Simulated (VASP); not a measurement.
# GeB24N23 (a cell with a defect) in VASP: single point with PBE

Aim: the single point of GeB24N23 (a cell with a defect) with PBE.

All numbers are computed with VASP 6.6.1; they aren't measurements. Logs are shortened: lines on timing, memory, paths and dates and some standing lists are left out, and cuts for length are marked.

**1. The cell of the first run**

The cell holds a defect, 48 atoms: a = 8.224 Å, b = 7.505 Å, c = 14.851 Å, α = 80.29°, β = 36.85°, γ = 62.86°.

**2. Single point, PBE**

Input file INCAR:

```
SYSTEM = GeB24N23
PREC = Accurate
ENCUT = 520
EDIFF = 1E-6
ISMEAR = -1
SIGMA = 0.01
LREAL = Auto
LASPH = .True.
NELM = 100
ALGO = Normal
ISIF = 2
LWAVE = .False.
LCHARG = .False.
GGA = PE
NBANDS = 130
NELECT = 202.0
```

Input file KPOINTS:

```
Automatic mesh
0
Gamma
  4 3 2
  0 0 0
```

Input file POSCAR:

```
GeB24N23
1.0
    0.0000000000      6.9906316600      4.3321824800
    3.7548963000      0.0000000000      6.4982737200
    5.0065284000     13.9812633200      0.0000000000
B Ge N
24 1 23
Direct
   -0.0589158273     -0.0180264444      0.2682616770
    0.0597468374      0.0175621443      0.4806901116
   -0.0653496497     -0.0141658839      0.7669651612
    0.0592146480      0.0175885877      0.9812913520
   -0.0655933698      0.3083770589      0.2990738962
    0.0598234334      0.3521034552      0.4806349321
   -0.0674696136      0.3220570610      0.7617953413
    0.0516950664      0.3560795322      0.9793955806
   -0.0592765290      0.6482105893      0.2690981225
    0.0544219860      0.6880715899      0.4793279269
   -0.0668743171      0.6536237036      0.7614316869
    0.0600159475      0.6851834488      0.9812230928
    0.5515802485      0.0232296973      0.2275266058
    0.4358621114     -0.0146552117      0.5157173987
    0.5492335406      0.0247198092      0.7271389513
    0.4808499836     -0.0549882709      1.0202394761
    0.5606958992      0.3497833972      0.2339916344
    0.4322133757      0.3194656495      0.5151181830
    0.5511936586      0.3570937078      0.7265997452
    0.4799477851      0.3107504425      1.0210913584
    0.5609684696      0.6833494376      0.2341116240
    0.4308926278      0.6551581603      0.5173184349
    0.5508574242      0.6904527928      0.7273843147
    0.4288766493      0.6559689390      1.0133269143
    0.3858446334      0.1315968299      0.1499907855
    0.3986368891      0.2376512379      0.3206799616
    0.2655995973      0.2095958727      0.5967964429
    0.3810690780      0.2479172632      0.8098474810
    0.2700019836      0.5424270718      0.0997194601
    0.3912995763      0.5742521560      0.3153320717
    0.2659355481      0.5425629119      0.5968722722
    0.3853527428      0.5785761962      0.8104628023
    0.2704281863      0.8710236554      0.0990343856
    0.3988682849      0.8996131074      0.3209603373
    0.2651521852      0.8769693169      0.5998540058
    0.3841097591      0.9128442716      0.8104683045
    0.8895057976      0.2420606331      0.0639904156
    0.7684946935      0.2040930785      0.3557001472
    0.8873905294      0.2440164370      0.5614630735
    0.7735076894      0.2086656632      0.8465681370
    0.8898176000      0.5755504709      0.0641192836
    0.7672803385      0.5408816134      0.3572573046
    0.8851031053      0.5787300113      0.5615659144
    0.7643583049      0.5441902712      0.8453298157
    0.9062171257      0.8997560442      0.0661000425
    0.7727944857      0.8715905628      0.3514744439
    0.8845443360      0.9120145739      0.5617472646
    0.7744770240      0.8700272765      0.8457123853
```

Potentials or basis: VASP PAW PBE potentials, release 64 (B, Ge_d, N).

Launch:

```console
$ cat potpaw_PBE.64/B/POTCAR potpaw_PBE.64/Ge_d/POTCAR potpaw_PBE.64/N/POTCAR > POTCAR
$ mpirun -np 1 vasp_std > vasp.out
```

OUTCAR:

```text
SYSTEM = GeB24N23
   PREC = Accurate
   ENCUT = 520
   EDIFF = 1E-6
   ISMEAR = -1
   LREAL = Auto
   LASPH = .True.
   NELM = 100
   ISIF = 2
   GGA = PE
   NELECT = 202.0

 ion  position               nearest neighbor table
   1  0.941  0.982  0.268-  46 1.45  33 1.45  38 1.45
   2  0.060  0.018  0.481-  34 1.43  47 1.45  39 1.45
   3  0.935  0.986  0.767-  35 1.44  40 1.45  48 1.45
   4  0.059  0.018  0.981-  45 1.43  36 1.45  37 1.45
   5  0.934  0.308  0.299-  38 1.45  42 1.45  25 1.95
   6  0.060  0.352  0.481-  26 1.43  43 1.45  39 1.45
   7  0.933  0.322  0.762-  40 1.43  27 1.44  44 1.44
   8  0.052  0.356  0.979-  37 1.44  41 1.44  28 1.45
   9  0.941  0.648  0.269-  46 1.45  42 1.45  29 1.45
  10  0.054  0.688  0.479-  30 1.44  43 1.44  47 1.45
  11  0.933  0.654  0.761-  48 1.43  31 1.43  44 1.44
  12  0.060  0.685  0.981-  45 1.43  32 1.45  41 1.45
  13  0.552  0.023  0.228-  34 1.48  26 1.48  45 1.49  25 2.24
  14  0.436  0.985  0.516-  27 1.44  46 1.44  35 1.44
  15  0.549  0.025  0.727-  36 1.44  47 1.44  28 1.45
  16  0.481  0.945  0.020-  33 1.45  48 1.45  25 1.95
  17  0.561  0.350  0.234-  26 1.43  30 1.45  37 1.45
  18  0.432  0.319  0.515-  38 1.43  27 1.44  31 1.44
  19  0.551  0.357  0.727-  32 1.44  39 1.45  28 1.45
  20  0.480  0.311  0.021-  29 1.44  40 1.45  25 1.94
  21  0.561  0.683  0.234-  34 1.43  30 1.44  41 1.45
  22  0.431  0.655  0.517-  42 1.43  35 1.44  31 1.45
  23  0.551  0.690  0.727-  43 1.44  32 1.44  36 1.44
  24  0.429  0.656  0.013-  33 1.43  29 1.43  44 1.46
  25  0.386  0.132  0.150-  20 1.94  16 1.95   5 1.95  13 2.24
  26  0.399  0.238  0.321-  17 1.43   6 1.43  13 1.48
  27  0.266  0.210  0.597-  18 1.44   7 1.44  14 1.44
  28  0.381  0.248  0.810-  15 1.45  19 1.45   8 1.45
  29  0.270  0.542  0.100-  24 1.43  20 1.44   9 1.45
  30  0.391  0.574  0.315-  10 1.44  21 1.44  17 1.45
  31  0.266  0.543  0.597-  11 1.43  18 1.44  22 1.45
[... 15 lines left out ...]
  47  0.885  0.912  0.562-  15 1.44  10 1.45   2 1.45
  48  0.774  0.870  0.846-  11 1.43   3 1.45  16 1.45

  LATTYP: Found a triclinic cell.
 ALAT       =     8.2241556433
 B/A-ratio  =     1.0001729121
 C/A-ratio  =     1.2167601689
 COS(alpha) =     0.0003789236
 COS(beta)  =     0.4560955688
 COS(gamma) =     0.5836798837

  Lattice vectors:

 A1 = (   0.0000000000,   6.9906316600,   4.3321824800)
 A2 = (  -3.7548963000,   6.9906316600,  -2.1660912400)
 A3 = (  -5.0065284000,   0.0000000000,   8.6643649600)

Analysis of symmetry for initial positions (statically):
=====================================================================
 Subroutine PRICEL returns:
 Original cell was already a primitive cell.

 Routine SETGRP: Setting up the symmetry group for a
 triclinic supercell.

 Subroutine GETGRP returns: Found  1 space group operations
 (whereof  1 operations were pure point group operations)
 out of a pool of  2 trial point group operations.

The static configuration has the point symmetry C_1 .

Analysis of symmetry for dynamics (positions and initial velocities):
=====================================================================
 Subroutine PRICEL returns:
 Original cell was already a primitive cell.

 Routine SETGRP: Setting up the symmetry group for a
 triclinic supercell.

 Subroutine GETGRP returns: Found  1 space group operations
 (whereof  1 operations were pure point group operations)
 out of a pool of  2 trial point group operations.

The dynamic configuration has the point symmetry C_1 .

 Subroutine INISYM returns: Found  1 space group operations
 (whereof  1 operations are pure point group operations),
 and found     1 'primitive' translations

----------------------------------------------------------------------------------------

                                     Primitive cell

  volume of cell :     454.8635

  direct lattice vectors                    reciprocal lattice vectors
     0.000000000  6.990631660  4.332182480    -0.199739205  0.071524295  0.115415268
     3.754896300  0.000000000  6.498273720     0.133159470 -0.047682863  0.076943512
     5.006528400 13.981263320  0.000000000     0.099869602  0.035762147 -0.057707634

[... 105 lines left out ...]

 KPOINTS: Automatic mesh

Automatic generation of k-mesh.
 Grid dimensions read from file:
 generate k-points for:    4    3    2

 Generating k-lattice:

  Cartesian coordinates                     Fractional coordinates (reciprocal lattice)
    -0.049934801  0.017881074  0.028853817     0.250000000  0.000000000  0.000000000
     0.044386490 -0.015894288  0.025647837     0.000000000  0.333333333  0.000000000
     0.049934801  0.017881074 -0.028853817     0.000000000  0.000000000  0.500000000

  Length of vectors
     0.060380128  0.053671225  0.060380128

  Shift w.r.t. Gamma in fractional coordinates (k-lattice)
     0.000000000  0.000000000  0.000000000

 Subroutine IBZKPT returns following result:
 ===========================================

 Found     14 irreducible k-points:

 Following reciprocal coordinates:
            Coordinates               Weight
  0.000000  0.000000  0.000000      1.000000
  0.250000 -0.000000  0.000000      2.000000
  0.500000 -0.000000  0.000000      1.000000
 -0.000000  0.333333 -0.000000      2.000000
  0.250000  0.333333 -0.000000      2.000000
  0.500000  0.333333 -0.000000      2.000000
 -0.250000  0.333333 -0.000000      2.000000
  0.000000  0.000000  0.500000      1.000000
  0.250000  0.000000  0.500000      2.000000
  0.500000 -0.000000  0.500000      1.000000
  0.000000  0.333333  0.500000      2.000000
  0.250000  0.333333  0.500000      2.000000
  0.500000  0.333333  0.500000      2.000000
 -0.250000  0.333333  0.500000      2.000000
   k-points           NKPTS =     14   k-points in BZ     NKDIM =     14   number of bands    NBANDS=    130
   number of dos      NEDOS =    301   number of ions     NIONS =     48
   total plane-waves  NPLWV = 401408
   dimension x,y,z NGX =    64 NGY =   56 NGZ =  112
   dimension x,y,z NGXF=   128 NGYF=  112 NGZF=  224
   ions per type =              24   1  23
   NGX,Y,Z   is equivalent  to a cutoff of  12.94, 12.40, 12.54 a.u.
   NGXF,Y,Z  is equivalent  to a cutoff of  25.87, 24.81, 25.08 a.u.
 SYSTEM =  GeB24N23
   PREC   = accura    normal or accurate (medium, high low for compatibility)
   ISTART =      0    job   : 0-new  1-cont  2-samecut
   ICHARG =      2    charge: 1-file 2-atom 10-const
   ISPIN  =      1    spin polarized calculation?
   LNONCOLLINEAR =      F non collinear calculations
   LSORBIT =      F    spin-orbit coupling
   LASPH  =      T    aspherical Exc in radial PAW
   ENCUT  =  520.0 eV  38.22 Ry    6.18 a.u.  15.29 13.95 27.61*2*pi/ulx,y,z
   NELM   =    100;   NELMIN=  2; NELMDL= -5     # of ELM steps
   EDIFF  = 0.1E-05   stopping-criterion for ELM
   LREAL  =      T    real-space projection
   EDIFFG = 0.1E-04   stopping-criterion for IOM
   NSW    =      0    number of steps for IOM
   IBRION =     -1    ionic relax: 0-MD 1-quasi-New 2-CG
   NFREE  =      0    steps in history (QN), initial steepest desc. (CG)
   ISIF   =      2    stress and relaxation
   ISYM   =      2    0-nonsym 1-usesym 2-fastsym
   POTIM  = 0.5000    time-step for ionic-motion
   TEBEG  =    0.0;   TEEND  =   0.0 temperature during run
   PSTRESS=    0.0 pullay stress
   NELECT =     202.0000    total number of electrons
   NUPDOWN=      -1.0000    fix difference up-down
   EMIN   =  10.00;   EMAX   =-10.00  energy-range for DOS
   EFERMI =   0.00;   METHOD = LEGACY
   ISMEAR =    -1;   SIGMA  =   0.01  broadening in eV -4-tet -1-fermi 0-gaus
   EFERMI_NEDOS =   21; number of points for ismear=-14 and -15
   IALGO  =     38    algorithm
   IMIX   =      4    mixing-type and parameters
     AMIX     =   0.40;   BMIX     =  1.00
     AMIX_MAG =   1.60;   BMIX_MAG =  1.00
  volume/ion in A,a.u.               =       9.48        63.95
  Fermi-wavevector in a.u.,A,eV,Ry     =   1.249007  2.360281 21.225345  1.560019
  Thomas-Fermi vector in A             =   2.383068
   LORBIT       =      0    0 simple, 1 ext, 2 COOP (PROOUT), +10 PAW based schemes
   GGA     = PE    functional components
   LHFCALC =     F    Hartree Fock is set to
   AEXX    =    0.0000 exact exchange contribution
   IVDW    =     0    specifies the selected vdW correction
   LEPSILON=     F    determine dielectric tensor
   LRPA    =     F    only Hartree local field effects (RPA)
 non-spin polarized calculation
  energy-cutoff  :      520.00
  volume of cell :      454.86
 maximum number of plane-waves:     12272
 NGX is ok and might be reduce to    64
   NGX = 31   NGY = 27   NGZ = 55

 number of electron     202.0000006 magnetization

 Free energy of the ion-electron system (eV)
  ---------------------------------------------------
  ext. energy  EPLUGINS =         0.00000000
  ---------------------------------------------------
  free energy    TOTEN  =      -405.66594653 eV

  energy without entropy =     -405.66594653  energy(sigma->0) =     -405.66594653

 E-fermi :   3.8350     XC(G=0):  -9.9421

 val. band max:        3.5968064245   @ k =   0.5000  -0.0000   0.5000
 cond. band min:       5.8639904868   @ k =   0.5000  -0.0000   0.5000
 fundamental gap:      2.2671840623
 Fermi energy:         3.8350229901

 k-point     1 :       0.0000    0.0000    0.0000
  band No.  band energies     occupation
      1     -18.2933      2.00000
      2     -18.2918      2.00000
      3     -18.2556      2.00000
      4     -18.1944      2.00000
      5     -18.1922      2.00000
      6     -15.7094      2.00000
[... 1613 lines left out ...]
    112       8.0127      0.00000
    113       8.1420      0.00000
 [bands above 113 left out]

------------------------ aborting loop because EDIFF is reached ----------------------------------------

  FORCE on cell =-STRESS in cart. coord.  units (eV):
  Direction    XX          YY          ZZ          XY          YZ          ZX
  --------------------------------------------------------------------------------------
  -------------------------------------------------------------------------------------
  Total       29.1296289     21.3029999     30.2276549      0.0123121      0.0199934      0.0969695
  in kB      102.6040336     75.0360990    106.4716385      0.0433671      0.0704233      0.3415580
  external PRESSURE =      94.7039237 kB  Pullay stress =       0.0000000 kB

 VOLUME and BASIS-vectors are now :
 -----------------------------------------------------------------------------
  energy-cutoff  :      520.00
  volume of cell :      454.86
      direct lattice vectors                 reciprocal lattice vectors
     0.000000000  6.990631660  4.332182480    -0.199739205  0.071524295  0.115415268
     3.754896300  0.000000000  6.498273720     0.133159470 -0.047682863  0.076943512
     5.006528400 13.981263320  0.000000000     0.099869602  0.035762147 -0.057707634

 POSITION                                       TOTAL-FORCE (eV/Angst)
 -----------------------------------------------------------------------------------
      5.03027     10.32941     10.45808         0.007777     -0.007452     -0.009410
      2.47253      7.13832      0.37296        -0.010793     -0.003531      0.005062
      7.54154     17.25694     10.45530        -0.006809     -0.007592      0.004186
      4.97891     14.13364      0.37082        -0.007321     -0.004856     -0.007501
      2.65525     10.71352      6.05194        -0.009096      0.013341      0.002368
      3.72842      7.13809      2.54723        -0.008742     -0.001336      0.008455
[... 40 lines left out ...]
      6.23692     14.03746      9.75853         0.004961     -0.001184     -0.004725
      7.50095     17.23821      9.00885         0.025056      0.008500      0.001359
 -----------------------------------------------------------------------------------
    total drift:                               -0.004411     -0.000675      0.003571

  FREE ENERGIE OF THE ION-ELECTRON SYSTEM (eV)
  ---------------------------------------------------
  free  energy   TOTEN  =      -405.6659465302 eV

  energy  without entropy=     -405.6659465302  energy(sigma->0) =     -405.66594653
```

Wall time 29 min (1 thread of Intel Xeon 6975P-C (Granite Rapids), shared host); peak memory 1.1 GiB.

What came out:

```
Free energy   : -405.6659 eV
Largest force : 0.036 eV/Å
```

Forces in eV/Å, atoms in the order of the input:
```
B    0.008 -0.007 -0.009
B   -0.011 -0.004  0.005
B   -0.007 -0.008  0.004
B   -0.007 -0.005 -0.008
B   -0.009  0.013  0.002
B   -0.009 -0.001  0.008
B   -0.001 -0.004  0.018
B   -0.004  0.004  0.001
B    0.009 -0.011 -0.001
B   -0.001  0.006 -0.003
B   -0.016  0.001 -0.006
B    0.006 -0.003  0.011
B    0.010  0.024  0.008
B    0.009 -0.003  0.000
B   -0.006  0.000  0.000
B    0.004  0.003  0.009
B    0.006 -0.001 -0.015
B    0.018 -0.004 -0.008
B   -0.003 -0.004  0.003
B   -0.007  0.012 -0.007
B    0.016 -0.002  0.007
B    0.014 -0.001 -0.013
B   -0.001  0.003  0.002
B   -0.020 -0.007  0.011
Ge   0.007 -0.035  0.001
N    0.001 -0.010  0.005
N   -0.003  0.003 -0.002
N    0.003 -0.005 -0.001
N   -0.003  0.010 -0.015
N   -0.001  0.005 -0.001
N   -0.003  0.000  0.004
N   -0.002  0.003 -0.001
N    0.010  0.009  0.014
N   -0.006 -0.007 -0.017
N    0.002  0.002  0.000
N    0.002  0.000  0.001
N    0.000  0.000  0.004
N   -0.018  0.007  0.014
N    0.004  0.004 -0.005
N    0.010  0.008 -0.023
N   -0.004  0.001 -0.004
N   -0.020  0.009  0.007
N    0.005 -0.003  0.001
N    0.010 -0.002 -0.007
N   -0.009 -0.006  0.002
N   -0.012  0.003  0.007
N    0.005 -0.001 -0.005
N    0.025  0.009  0.001
```

Levels at points of the mesh, in eV from the Fermi level:
```csv
k point,band 97,band 98,band 99,band 100,band 101,band 102,band 103,band 104,band 105,band 106
"(0.00, 0.00, 0.00)",-2.02,-1.86,-0.62,-0.47,-0.37,2.26,2.89,3.07,3.20,3.22
"(0.50, 0.00, 0.00)",-2.11,-1.97,-0.52,-0.42,-0.31,2.07,2.73,3.05,3.12,3.27
"(0.00, 0.00, 0.50)",-1.88,-1.74,-0.66,-0.48,-0.41,2.61,2.89,3.04,3.13,3.42
"(0.50, 0.00, 0.50)",-1.88,-1.79,-0.55,-0.43,-0.24,2.03,2.90,2.93,3.14,3.35
```

Caveat: the cell carries a net charge on a neutralising background, which shifts energy and pressure; the cell is charged against a uniform background, so pressure and absolute levels hang on convention.
